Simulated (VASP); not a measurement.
# Bi (R-3m) in VASP: notebook, part 2 of 2

VASP 6.6.1. Earlier steps stand in the parts before.

## (4) Relaxation of cell and atoms, PBE, target pressure -0.57 GPa, at which the enthalpy is minimised

INCAR

```
SYSTEM = Bi
PREC     = Accurate       ! precision mode
ENCUT    = 600            ! plane-wave cutoff, eV
EDIFF    = 1E-6           ! SCF threshold, eV
ISMEAR   = -1             ! smearing method
SIGMA    = 0.05           ! smearing width, eV
LREAL    = .False.        ! projectors in reciprocal space
LASPH    = .True.         ! aspherical terms in the spheres
NELM     = 60             ! most SCF steps
ALGO     = Normal         ! electronic algorithm
ISIF     = 3              ! what is computed and relaxed
LWAVE    = .False.        ! write WAVECAR
LCHARG   = .False.        ! write CHGCAR
GGA      = PE             ! functional
IBRION   = 2              ! ionic algorithm
NSW      = 32             ! ionic steps
EDIFFG   = -0.005         ! ionic threshold
PSTRESS  = -5.699999999999999
```

KPOINTS

```
regular mesh
0
Gamma
  10 10 10
  0 0 0
```

POSCAR

```
Bi
1.0
    2.2989246799     -1.3272847828      4.1234710779
    0.0000000000      2.6545695656      4.1234710779
   -2.2989246799     -1.3272847828      4.1234710779
Bi
2
Direct
    0.2322925821      0.2322925821      0.2322925821
   -0.2322925821     -0.2322925821     -0.2322925821
```

Potentials or basis: VASP PAW PBE potentials, release 64 (Bi_d).

The run is started by

```sh
$ cat potpaw_PBE.64/Bi_d/POTCAR > POTCAR
$ mpirun -np 1 vasp_std > vasp.out
```

OUTCAR:

```text
SYSTEM = Bi
   PREC = Accurate
   ENCUT = 600
   EDIFF = 1E-6
   ISMEAR = -1
   LREAL = .False.
   LASPH = .True.
   NELM = 60
   ISIF = 3
   GGA = PE
   IBRION = 2
   NSW = 32
   EDIFFG = -0.005
   PSTRESS = -5.699999999999999

 ion  position               nearest neighbor table
   1  0.232  0.232  0.232-   2 3.11   2 3.11   2 3.11   2 3.65   2 3.65   2 3.65
   2  0.768  0.768  0.768-   1 3.11   1 3.11   1 3.11   1 3.65   1 3.65   1 3.65

  LATTYP: Found a trigonal (rhomboedric) cell.
 ALAT       =     4.9040547824
 COS(alpha) =     0.5604899047

  Lattice vectors:

 A1 = (   2.2989246799,  -1.3272847828,   4.1234710779)
 A2 = (   0.0000000000,   2.6545695656,   4.1234710779)
 A3 = (  -2.2989246799,  -1.3272847828,   4.1234710779)

Analysis of symmetry for initial positions (statically):
=====================================================================
 Subroutine PRICEL returns:
 Original cell was already a primitive cell.

 Routine SETGRP: Setting up the symmetry group for a
 trigonal (rhombohedral) supercell.

 Subroutine GETGRP returns: Found 12 space group operations
 (whereof 12 operations were pure point group operations)
 out of a pool of 12 trial point group operations.

[... 167 lines left out ...]
  Direction    XX          YY          ZZ          XY          YZ          ZX
  --------------------------------------------------------------------------------------
  -------------------------------------------------------------------------------------
  Total       -0.2726530     -0.2726530     -0.2695042      0.0000000      0.0000000      0.0000000
  in kB       -5.7865253     -5.7865253     -5.7196966      0.0000000      0.0000000      0.0000000
  external PRESSURE =      -0.0642490 kB  Pullay stress =      -5.7000000 kB
[... 101 lines left out ...]
--------------------------------------- Ionic step        4  -------------------------------------------

 number of electron      30.0000002 magnetization

 Free energy of the ion-electron system (eV)
  ---------------------------------------------------
  ext. energy  EPLUGINS =         0.00000000
  ---------------------------------------------------
  free energy    TOTEN  =        -7.77520735 eV

  energy without entropy =       -7.77286451  energy(sigma->0) =       -7.77403593

 E-fermi :   5.5851     XC(G=0):  -9.2052

 val. band max:        5.5846809792   @ k =   0.4000   0.1000   0.1000
 cond. band min:       5.6820753840   @ k =   0.4000   0.0000   0.0000
 fundamental gap:      0.0973944047
 Fermi energy:         5.5851496133

 k-point     1 :       0.0000    0.0000    0.0000
  band No.  band energies     occupation
      1     -17.2463      2.00000
      2     -17.2463      2.00000
      3     -17.1192      2.00000
      4     -17.1192      2.00000
      5     -17.1054      2.00000
      6     -16.9667      2.00000
[... 505 lines left out ...]
      6     -17.0173      2.00000
[... 11 lines left out ...]
     18       9.4281      0.00000
     19      10.2538      0.00000

 [... further k-points ...]

------------------------ aborting loop because EDIFF is reached ----------------------------------------

  FORCE on cell =-STRESS in cart. coord.  units (eV):
  Direction    XX          YY          ZZ          XY          YZ          ZX
  --------------------------------------------------------------------------------------
  -------------------------------------------------------------------------------------
  Total       -0.2631403     -0.2631403     -0.2774454     -0.0000000     -0.0000000      0.0000000
  in kB       -5.5926111     -5.5926111     -5.8966432     -0.0000000     -0.0000000      0.0000000
  external PRESSURE =       0.0060449 kB  Pullay stress =      -5.7000000 kB
[... 21 lines left out ...]
  energy  without entropy=       -7.7728645125  energy(sigma->0) =       -7.77403593

  enthalpy is  TOTEN    =        -8.0434004303 eV   P V=       -0.2681930828

 reached required accuracy - stopping structural energy minimisation
```

OSZICAR:

```text
N       E                     dE             d eps       ncg     rms          rms(c)
DAV:   1     0.303830591272E+03    0.30383E+03   -0.17759E+04  4408   0.203E+03
DAV:   2     0.168504743243E+02   -0.28698E+03   -0.28249E+03  4423   0.473E+02
DAV:   3    -0.690890527182E+01   -0.23759E+02   -0.23337E+02  5122   0.158E+02
[... 24 lines left out ...]
DAV:   1    -0.777532321707E+01   -0.26616E-03   -0.49621E-03  4780   0.946E-01    0.563E-02
DAV:   2    -0.777522621669E+01    0.97000E-04   -0.26917E-04  4798   0.246E-01    0.251E-02
DAV:   3    -0.777520524400E+01    0.20973E-04   -0.10644E-04  5655   0.151E-01    0.450E-03
DAV:   4    -0.777520679901E+01   -0.15550E-05   -0.61802E-06  4438   0.275E-02    0.178E-03
DAV:   5    -0.777520734751E+01   -0.54850E-06   -0.52264E-07  2213   0.112E-02
   4 F= -.80434004E+01 E0= -.80422290E+01  d E =-.227121E-05
```

Wall time 6.3 min (1 thread of Oxide Virtual Turin-like, shared host); peak memory 0.32 GiB.

What came out:

```
Free energy                                            : -7.7752 eV
Relaxed volume                                         : 37.69 Å³/atom
Relaxed cell                                           : a = 4.902 Å, b = 4.902 Å, c = 4.902 Å, α = 55.91°, β = 55.91°, γ = 55.91°
Space group after relaxing (to 0.05 Å)                 : R-3m (No. 166)
Energy change on relaxing (the enthalpy is what falls) : -0.2 meV/atom
Ionic steps                                            : 4
Pressure after relaxing                                : -0.6 GPa
Band gap on the k mesh                                 : zero (band 15 reaches 5.57 eV, above the bottom of band 16 at 5.40 eV)
```

Step by step:
```
step  energy change (eV)  largest force (eV/Å)  pressure (GPa)  volume (Å³)
   1              0.0000                0.0070           -0.58        75.49
   2             -0.0001                0.0046           -0.60        75.48
   3             -0.0002                0.0010           -0.58        75.43
   4             -0.0004                0.0005           -0.57        75.38
```

Final structure:
```xyz
2
Lattice="2.2978 -1.3267 4.1215 0.0000 2.6533 4.1215 -2.2978 -1.3267 4.1215" Properties=species:S:1:pos:R:3 pbc="T T T"
Bi    0.0000    0.0000    2.8738
Bi    0.0000    0.0000    9.4906
```

Caveat: the cell is relaxed towards a set pressure, so the enthalpy falls and the energy may rise; spin-orbit coupling is left out, which moves the levels of the heavy elements.

## (5) Summary

```tsv
task	cell	cutoff (eV)	gap on the mesh (eV)	pressure (GPa)
single point	a = 4.904 Å, angles 55.9°, 2 atoms	520	none	-0.6
relaxation of cell and atoms	relaxed to -0.57 GPa from a = 4.774 Å, angles 56.6°, 2 atoms	600	none	-0.6
relaxation of cell and atoms	relaxed to -0.57 GPa from a = 4.904 Å, angles 55.9°, 2 atoms	600	none	-0.6
```

Alike in all rows: level PBE; potentials or basis VASP PAW PBE potentials, release 64 (Bi_d); no spin polarisation; k mesh 10 × 10 × 10; smearing fermi-dirac 0.05 eV.

Caveats: spin-orbit coupling is left out, which moves the levels of the heavy elements; the cell is relaxed towards a set pressure, so the enthalpy falls and the energy may rise (some runs).

Total energies depend on the potentials used, so only differences within one code and one set of settings carry meaning.
